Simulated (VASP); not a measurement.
# ScHg (Pm-3m) in VASP: single point with LDA

Aim: the single point of ScHg with LDA.

Everything below comes from runs of VASP 6.6.1. Logs are shortened: lines on timing, memory, paths and dates and some standing lists are left out, and cuts for length are marked.

## (1) The cell of the first run

Symmetry: Pm-3m, No. 221, cubic system. Conventional cell: a = 3.480 Å, b = 3.480 Å, c = 3.480 Å, α = 90.00°, β = 90.00°, γ = 90.00°. Within 4.0 Å of Sc (site symmetry m-3m) lie 8 Hg at 3.01 Å and 6 Sc at 3.48 Å. Within 4.0 Å of Hg (site symmetry m-3m) lie 8 Sc at 3.01 Å and 6 Hg at 3.48 Å.

## (2) Single point, LDA

INCAR

```
PREC     = Accurate       # precision mode
ENCUT    = 520            # plane-wave cutoff, eV
EDIFF    = 1E-6           # SCF threshold, eV
ISMEAR   = -1             # smearing method
SIGMA    = 0.01           # smearing width, eV
LREAL    = F              # projectors in reciprocal space
LASPH    = T              # aspherical terms in the spheres
NELM     = 60             # most SCF steps
ALGO     = Normal         # electronic algorithm
ISIF     = 2              # what is computed and relaxed
LWAVE    = F              # write WAVECAR
LCHARG   = F              # write CHGCAR
NBANDS   = 18             # bands
```

KPOINTS

```
regular mesh
0
Gamma
  7 7 7
```

POSCAR

```
ScHg
1.0
    3.4800000000      0.0000000000      0.0000000000
    0.0000000000      3.4800000000      0.0000000000
    0.0000000000      0.0000000000      3.4800000000
Sc Hg
1 1
Direct
    0.5000000000      0.5000000000      0.5000000000
    0.0000000000      0.0000000000      0.0000000000
```

Potentials or basis: VASP PAW LDA potentials, release 64 (Sc_sv, Hg).

Command:

```bash
$ cat potpaw_LDA.64/Sc_sv/POTCAR potpaw_LDA.64/Hg/POTCAR > POTCAR
$ mpirun -np 1 vasp_std > vasp.out
```

OUTCAR:

```text
PREC = Accurate
   ENCUT = 520
   EDIFF = 1E-6
   ISMEAR = -1
   LREAL = F
   LASPH = T
   NELM = 60
   ISIF = 2

 ion  position               nearest neighbor table
   1  0.500  0.500  0.500-   2 3.01   2 3.01   2 3.01   2 3.01   2 3.01   2 3.01   2 3.01   2 3.01

   2  0.000  0.000  0.000-   1 3.01   1 3.01   1 3.01   1 3.01   1 3.01   1 3.01   1 3.01   1 3.01

  LATTYP: Found a simple cubic cell.
 ALAT       =     3.4800000000

  Lattice vectors:

 A1 = (   3.4800000000,   0.0000000000,   0.0000000000)
 A2 = (   0.0000000000,   3.4800000000,   0.0000000000)
 A3 = (   0.0000000000,   0.0000000000,   3.4800000000)

Analysis of symmetry for initial positions (statically):
=====================================================================
 Subroutine PRICEL returns:
 Original cell was already a primitive cell.

 Routine SETGRP: Setting up the symmetry group for a
 simple cubic supercell.

 Subroutine GETGRP returns: Found 48 space group operations
 (whereof 48 operations were pure point group operations)
 out of a pool of 48 trial point group operations.

The static configuration has the point symmetry O_h .

Analysis of symmetry for dynamics (positions and initial velocities):
=====================================================================
 Subroutine PRICEL returns:
 Original cell was already a primitive cell.

 Routine SETGRP: Setting up the symmetry group for a
 simple cubic supercell.

 Subroutine GETGRP returns: Found 48 space group operations
 (whereof 48 operations were pure point group operations)
 out of a pool of 48 trial point group operations.

The dynamic configuration has the point symmetry O_h .

 Subroutine INISYM returns: Found 48 space group operations
 (whereof 48 operations are pure point group operations),
 and found     1 'primitive' translations

----------------------------------------------------------------------------------------

                                     Primitive cell

  volume of cell :      42.1442

  direct lattice vectors                    reciprocal lattice vectors
     3.480000000  0.000000000  0.000000000     0.287356322  0.000000000  0.000000000
     0.000000000  3.480000000  0.000000000     0.000000000  0.287356322  0.000000000
     0.000000000  0.000000000  3.480000000     0.000000000  0.000000000  0.287356322

[... 73 lines left out ...]
   LNONCOLLINEAR =      F non collinear calculations
   LSORBIT =      F    spin-orbit coupling
   LASPH  =      T    aspherical Exc in radial PAW
   ENCUT  =  520.0 eV  38.22 Ry    6.18 a.u.   6.47  6.47  6.47*2*pi/ulx,y,z
   NELM   =     60;   NELMIN=  2; NELMDL= -5     # of ELM steps
   EDIFF  = 0.1E-05   stopping-criterion for ELM
   LREAL  =      F    real-space projection
   EDIFFG = 0.1E-04   stopping-criterion for IOM
   NSW    =      0    number of steps for IOM
   IBRION =     -1    ionic relax: 0-MD 1-quasi-New 2-CG
   NFREE  =      0    steps in history (QN), initial steepest desc. (CG)
   ISIF   =      2    stress and relaxation
   ISYM   =      2    0-nonsym 1-usesym 2-fastsym
   POTIM  = 0.5000    time-step for ionic-motion
   TEBEG  =    0.0;   TEEND  =   0.0 temperature during run
   PSTRESS=    0.0 pullay stress
   NELECT =      23.0000    total number of electrons
   NUPDOWN=      -1.0000    fix difference up-down
   EMIN   =  10.00;   EMAX   =-10.00  energy-range for DOS
   EFERMI =   0.00;   METHOD = LEGACY
   ISMEAR =    -1;   SIGMA  =   0.01  broadening in eV -4-tet -1-fermi 0-gaus
   EFERMI_NEDOS =   21; number of points for ismear=-14 and -15
   IALGO  =     38    algorithm
   IMIX   =      4    mixing-type and parameters
     AMIX     =   0.40;   BMIX     =  1.00
     AMIX_MAG =   1.60;   BMIX_MAG =  1.00
  volume/ion in A,a.u.               =      21.07       142.20
  Fermi-wavevector in a.u.,A,eV,Ry     =   1.337842  2.528155 24.352000  1.789822
  Thomas-Fermi vector in A             =   2.466359
   LORBIT       =      0    0 simple, 1 ext, 2 COOP (PROOUT), +10 PAW based schemes
   GGA     = CA    functional components
   LHFCALC =     F    Hartree Fock is set to
   AEXX    =    0.0000 exact exchange contribution
   IVDW    =     0    specifies the selected vdW correction
   LEPSILON=     F    determine dielectric tensor
   LRPA    =     F    only Hartree local field effects (RPA)
 non-spin polarized calculation
  energy-cutoff  :      520.00
  volume of cell :       42.14
 maximum number of plane-waves:      1145
 NGX is ok and might be reduce to    28
   NGX = 13   NGY = 13   NGZ = 13

 number of electron      22.9999996 magnetization

 Free energy of the ion-electron system (eV)
  ---------------------------------------------------
  ext. energy  EPLUGINS =         0.00000000
  ---------------------------------------------------
  free energy    TOTEN  =        -8.84051404 eV

  energy without entropy =       -8.83955755  energy(sigma->0) =       -8.84003580

 E-fermi :   4.3649     XC(G=0): -11.3149

 val. band max:        4.3282476474   @ k =   0.4286   0.0000   0.0000
 cond. band min:       4.3706553758   @ k =   0.4286   0.2857   0.0000
 fundamental gap:      0.0424077284
 Fermi energy:         4.3649155768

 k-point     1 :       0.0000    0.0000    0.0000
  band No.  band energies     occupation
      1     -45.1342      2.00000
      2     -24.0449      2.00000
      3     -24.0449      2.00000
      4     -24.0449      2.00000
      5      -4.2285      2.00000
      6      -3.6450      2.00000
[... 397 lines left out ...]
      5      -3.4319      2.00000
      6      -3.3903      2.00000
[... 10 lines left out ...]
     17       9.7476      0.00000
     18       9.7476      0.00000

------------------------ aborting loop because EDIFF is reached ----------------------------------------

  FORCE on cell =-STRESS in cart. coord.  units (eV):
  Direction    XX          YY          ZZ          XY          YZ          ZX
  --------------------------------------------------------------------------------------
  -------------------------------------------------------------------------------------
  Total       -0.9987130     -0.9987130     -0.9987130      0.0000000      0.0000000     -0.0000000
  in kB      -37.9676369    -37.9676369    -37.9676369      0.0000000      0.0000000     -0.0000000
  external PRESSURE =     -37.9676369 kB  Pullay stress =       0.0000000 kB

 VOLUME and BASIS-vectors are now :
 -----------------------------------------------------------------------------
  energy-cutoff  :      520.00
  volume of cell :       42.14
      direct lattice vectors                 reciprocal lattice vectors
     3.480000000  0.000000000  0.000000000     0.287356322  0.000000000  0.000000000
     0.000000000  3.480000000  0.000000000     0.000000000  0.287356322  0.000000000
     0.000000000  0.000000000  3.480000000     0.000000000  0.000000000  0.287356322

 POSITION                                       TOTAL-FORCE (eV/Angst)
 -----------------------------------------------------------------------------------
      1.74000      1.74000      1.74000         0.000000      0.000000      0.000000
      0.00000      0.00000      0.00000         0.000000      0.000000      0.000000
 -----------------------------------------------------------------------------------
    total drift:                                0.000000      0.000000      0.000000

  FREE ENERGIE OF THE ION-ELECTRON SYSTEM (eV)
  ---------------------------------------------------
  free  energy   TOTEN  =        -8.8405140424 eV

  energy  without entropy=       -8.8395575484  energy(sigma->0) =       -8.84003580
```

OSZICAR:

```text
N       E                     dE             d eps       ncg     rms          rms(c)
DAV:   1     0.259097715849E+03    0.25910E+03   -0.11676E+04   720   0.136E+03
DAV:   2     0.395276964418E+01   -0.25514E+03   -0.24797E+03   736   0.418E+02
DAV:   3    -0.968269430467E+01   -0.13635E+02   -0.13202E+02  1010   0.115E+02
DAV:   4    -0.995335914995E+01   -0.27066E+00   -0.26968E+00  1080   0.161E+01
DAV:   5    -0.995482122937E+01   -0.14621E-02   -0.14620E-02   952   0.980E-01    0.720E+00
DAV:   6    -0.895003578020E+01    0.10048E+01   -0.22235E+00   946   0.173E+01    0.286E+00
DAV:   7    -0.885188493809E+01    0.98151E-01   -0.32540E-01   948   0.545E+00    0.170E+00
DAV:   8    -0.884234817250E+01    0.95368E-02   -0.32961E-02   946   0.235E+00    0.428E-01
DAV:   9    -0.884116743820E+01    0.11807E-02   -0.17299E-02   938   0.139E+00    0.153E-01
DAV:  10    -0.884050627896E+01    0.66116E-03   -0.30136E-03   930   0.636E-01    0.289E-02
DAV:  11    -0.884051433687E+01   -0.80579E-05   -0.44245E-05   944   0.782E-02    0.155E-02
DAV:  12    -0.884051404243E+01    0.29444E-06   -0.73768E-06   938   0.311E-02
   1 F= -.88405140E+01 E0= -.88400358E+01  d E =-.956494E-03
```

stdout:

```text
POSCAR found type information on POSCAR ScHg
 POSCAR found :  2 types and       2 ions
 scaLAPACK will be used
 LDA part: xc-table for (Slater(with rela. corr.)+CA(PZ))
 , standard interpolation
 POSCAR, INCAR and KPOINTS ok, starting setup
 FFT: planning ... GRIDC
 FFT: planning ... GRID_SOFT
 FFT: planning ... GRID
 WAVECAR not read
 entering main loop
```

Wall time 22 s (1 thread of Intel Xeon 8259CL, shared host); peak memory 0.15 GiB.

What came out:

```
Free energy : -8.8405 eV
Pressure    : -3.8 GPa
```

Caveat: spin-orbit coupling is left out, which moves the levels of the heavy elements.
